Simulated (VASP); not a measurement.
# PbSe (Fm-3m) in VASP: single point with PBE

Aim: the single point of PbSe with PBE.

Program: VASP 6.6.1. These are calculated values, not measurements. Logs are shortened: lines on timing, memory, paths and dates and some standing lists are left out, and cuts for length are marked.

### 1 The cell of the first run

It takes space group Fm-3m (No. 225, cubic). The conventional cell has a = 6.177 Å, b = 6.177 Å, c = 6.177 Å, α = 90.00°, β = 90.00°, γ = 90.00°. Within 4.1 Å of Pb (site symmetry m-3m) lie 6 Se at 3.09 Å. Se (site symmetry m-3m) has 6 Pb at 3.09 Å within 4.1 Å.

### 2 Single point, PBE

INCAR reads:

```
SYSTEM = PbSe
  ALGO = Normal
  EDIFF = 1E-6
  ENCUT = 500
  GGA = PE
  GGA_COMPAT = .False.
  ISIF = 2
  ISMEAR = 0
  LASPH = .True.
  LCHARG = .False.
  LREAL = .False.
  LWAVE = .False.
  NBANDS = 17
  NELM = 120
  PREC = Accurate
  SIGMA = 0.01
```

KPOINTS reads:

```
k-points
0
Gamma
  6 6 6
  0 0 0
```

POSCAR reads:

```
PbSe
1.0
    0.0000000000      3.0887022205      3.0887022205
    3.0887022205      0.0000000000      3.0887022205
    3.0887022205      3.0887022205      0.0000000000
Pb Se
1 1
Direct
    0.0000000000      0.0000000000      0.0000000000
    0.5000000000      0.5000000000      0.5000000000
```

Potentials or basis: VASP PAW PBE potentials, release 64 (Pb_d, Se).

Run with:

```sh
cat potpaw_PBE.64/Pb_d/POTCAR potpaw_PBE.64/Se/POTCAR > POTCAR
mpirun -np 1 vasp_std > vasp.out
```

OUTCAR:

```text
SYSTEM = PbSe
   EDIFF = 1E-6
   ENCUT = 500
   GGA = PE
   ISIF = 2
   ISMEAR = 0
   LASPH = .True.
   LREAL = .False.
   NELM = 120
   PREC = Accurate

 ion  position               nearest neighbor table
   1  0.000  0.000  0.000-   2 3.09   2 3.09   2 3.09   2 3.09   2 3.09   2 3.09
   2  0.500  0.500  0.500-   1 3.09   1 3.09   1 3.09   1 3.09   1 3.09   1 3.09

  LATTYP: Found a face centered cubic cell.
 ALAT       =     6.1774044410

  Lattice vectors:

 A1 = (   0.0000000000,   3.0887022205,   3.0887022205)
 A2 = (   3.0887022205,   0.0000000000,   3.0887022205)
 A3 = (   3.0887022205,   3.0887022205,   0.0000000000)

Analysis of symmetry for initial positions (statically):
=====================================================================
 Subroutine PRICEL returns:
 Original cell was already a primitive cell.

 Routine SETGRP: Setting up the symmetry group for a
 face centered cubic supercell.

 Subroutine GETGRP returns: Found 48 space group operations
 (whereof 48 operations were pure point group operations)
 out of a pool of 48 trial point group operations.

The static configuration has the point symmetry O_h .

Analysis of symmetry for dynamics (positions and initial velocities):
=====================================================================
 Subroutine PRICEL returns:
 Original cell was already a primitive cell.

 Routine SETGRP: Setting up the symmetry group for a
 face centered cubic supercell.

 Subroutine GETGRP returns: Found 48 space group operations
 (whereof 48 operations were pure point group operations)
 out of a pool of 48 trial point group operations.

The dynamic configuration has the point symmetry O_h .

 Subroutine INISYM returns: Found 48 space group operations
 (whereof 48 operations are pure point group operations),
 and found     1 'primitive' translations

----------------------------------------------------------------------------------------

                                     Primitive cell

  volume of cell :      58.9329

  direct lattice vectors                    reciprocal lattice vectors
     0.000000000  3.088702221  3.088702221    -0.161880286  0.161880286  0.161880286
     3.088702221  0.000000000  3.088702221     0.161880286 -0.161880286  0.161880286
     3.088702221  3.088702221  0.000000000     0.161880286  0.161880286 -0.161880286

  length of vectors
     4.368084570  4.368084570  4.368084570     0.280384881  0.280384881  0.280384881

  position of ions in fractional coordinates (direct lattice)
     0.000000000  0.000000000  0.000000000
     0.500000000  0.500000000  0.500000000

  ion indices of the primitive-cell ions
[... 66 lines left out ...]
   EDIFF  = 0.1E-05   stopping-criterion for ELM
   LREAL  =      F    real-space projection
   EDIFFG = 0.1E-04   stopping-criterion for IOM
   NSW    =      0    number of steps for IOM
   IBRION =     -1    ionic relax: 0-MD 1-quasi-New 2-CG
   NFREE  =      0    steps in history (QN), initial steepest desc. (CG)
   ISIF   =      2    stress and relaxation
   ISYM   =      2    0-nonsym 1-usesym 2-fastsym
   POTIM  = 0.5000    time-step for ionic-motion
   TEBEG  =    0.0;   TEEND  =   0.0 temperature during run
   PSTRESS=    0.0 pullay stress
   NELECT =      20.0000    total number of electrons
   NUPDOWN=      -1.0000    fix difference up-down
   EMIN   =  10.00;   EMAX   =-10.00  energy-range for DOS
   EFERMI =   0.00;   METHOD = LEGACY
   ISMEAR =     0;   SIGMA  =   0.01  broadening in eV -4-tet -1-fermi 0-gaus
   EFERMI_NEDOS =   21; number of points for ismear=-14 and -15
   IALGO  =     38    algorithm
   IMIX   =      4    mixing-type and parameters
     AMIX     =   0.40;   BMIX     =  1.00
     AMIX_MAG =   1.60;   BMIX_MAG =  1.00
  volume/ion in A,a.u.               =      29.47       198.85
  Fermi-wavevector in a.u.,A,eV,Ry     =   1.141911  2.157898 17.741452  1.303960
  Thomas-Fermi vector in A             =   2.278610
   LORBIT       =      0    0 simple, 1 ext, 2 COOP (PROOUT), +10 PAW based schemes
   GGA     = PE    functional components
   LHFCALC =     F    Hartree Fock is set to
   AEXX    =    0.0000 exact exchange contribution
   IVDW    =     0    specifies the selected vdW correction
   LEPSILON=     F    determine dielectric tensor
   LRPA    =     F    only Hartree local field effects (RPA)
 non-spin polarized calculation
 Gauss-broadening in eV      SIGMA  =   0.01
  energy-cutoff  :      500.00
  volume of cell :       58.93
 maximum number of plane-waves:      1524
   NGX = 15   NGY = 15   NGZ = 15

 number of electron      19.9999993 magnetization

 Free energy of the ion-electron system (eV)
  ---------------------------------------------------
  ext. energy  EPLUGINS =         0.00000000
  ---------------------------------------------------
  free energy    TOTEN  =        -8.19777766 eV

  energy without entropy =       -8.19777766  energy(sigma->0) =       -8.19777766

 E-fermi :   4.7913     XC(G=0):  -9.4054

 val. band max:        4.7111874748   @ k =   0.5000   0.0000   0.0000
 cond. band min:       5.0917289356   @ k =   0.5000   0.0000   0.0000
 fundamental gap:      0.3805414608
 Fermi energy:         4.7912911184

 k-point     1 :       0.0000    0.0000    0.0000
  band No.  band energies     occupation
      1     -12.0597      2.00000
      2     -12.0597      2.00000
      3     -12.0597      2.00000
      4     -12.0545      2.00000
      5     -12.0545      2.00000
      6      -8.6341      2.00000
[... 297 lines left out ...]
      4     -12.0343      2.00000
      5     -12.0197      2.00000
      6      -7.2802      2.00000
[... 9 lines left out ...]
     16      16.2824      0.00000
     17      17.3623      0.00000

------------------------ aborting loop because EDIFF is reached ----------------------------------------

  FORCE on cell =-STRESS in cart. coord.  units (eV):
  Direction    XX          YY          ZZ          XY          YZ          ZX
  --------------------------------------------------------------------------------------
  -------------------------------------------------------------------------------------
  Total        0.3283430      0.3283430      0.3283430      0.0000000     -0.0000000     -0.0000000
  in kB        8.9264811      8.9264811      8.9264811      0.0000000     -0.0000000     -0.0000000
  external PRESSURE =       8.9264811 kB  Pullay stress =       0.0000000 kB

 VOLUME and BASIS-vectors are now :
 -----------------------------------------------------------------------------
  energy-cutoff  :      500.00
  volume of cell :       58.93
      direct lattice vectors                 reciprocal lattice vectors
     0.000000000  3.088702221  3.088702221    -0.161880286  0.161880286  0.161880286
     3.088702221  0.000000000  3.088702221     0.161880286 -0.161880286  0.161880286
     3.088702221  3.088702221  0.000000000     0.161880286  0.161880286 -0.161880286

 POSITION                                       TOTAL-FORCE (eV/Angst)
 -----------------------------------------------------------------------------------
      0.00000      0.00000      0.00000         0.000000     -0.000000      0.000000
      3.08870      3.08870      3.08870        -0.000000      0.000000     -0.000000
 -----------------------------------------------------------------------------------
    total drift:                                0.000000     -0.000000     -0.000000

  FREE ENERGIE OF THE ION-ELECTRON SYSTEM (eV)
  ---------------------------------------------------
  free  energy   TOTEN  =        -8.1977776618 eV

  energy  without entropy=       -8.1977776618  energy(sigma->0) =       -8.19777766
```

OSZICAR:

```text
N       E                     dE             d eps       ncg     rms          rms(c)
DAV:   1     0.154926560969E+03    0.15493E+03   -0.92343E+03   544   0.114E+03
DAV:   2     0.254394003095E+01   -0.15238E+03   -0.14716E+03   589   0.298E+02
DAV:   3    -0.821498067537E+01   -0.10759E+02   -0.10696E+02   647   0.859E+01
DAV:   4    -0.849324642281E+01   -0.27827E+00   -0.27806E+00   728   0.156E+01
DAV:   5    -0.850345992231E+01   -0.10213E-01   -0.10213E-01   748   0.284E+00    0.273E+00
DAV:   6    -0.819884366204E+01    0.30462E+00   -0.76724E-01   817   0.581E+00    0.151E+00
DAV:   7    -0.819465669515E+01    0.41870E-02   -0.12331E-01   651   0.166E+00    0.849E-01
DAV:   8    -0.819822917079E+01   -0.35725E-02   -0.14054E-02   645   0.126E+00    0.183E-01
DAV:   9    -0.819768915911E+01    0.54001E-03   -0.29954E-03   801   0.513E-01    0.553E-02
DAV:  10    -0.819777097893E+01   -0.81820E-04   -0.23472E-04   658   0.872E-02    0.206E-02
DAV:  11    -0.819777755309E+01   -0.65742E-05   -0.57391E-05   701   0.754E-02    0.775E-03
DAV:  12    -0.819777766177E+01   -0.10868E-06   -0.32248E-06   692   0.127E-02
   1 F= -.81977777E+01 E0= -.81977777E+01  d E =-.141945E-31
```

Run time: 15 s. Hardware: 1 thread of Intel Xeon 6975P-C, shared host; peak memory 0.18 GiB.

Results:

- Free energy: -8.1978 eV
- Pressure: 0.9 GPa
- Band gap on the k mesh: 0.38 eV, direct

Caveat: spin-orbit coupling is left out, which moves the levels of the heavy elements. A k mesh can miss the band edges.
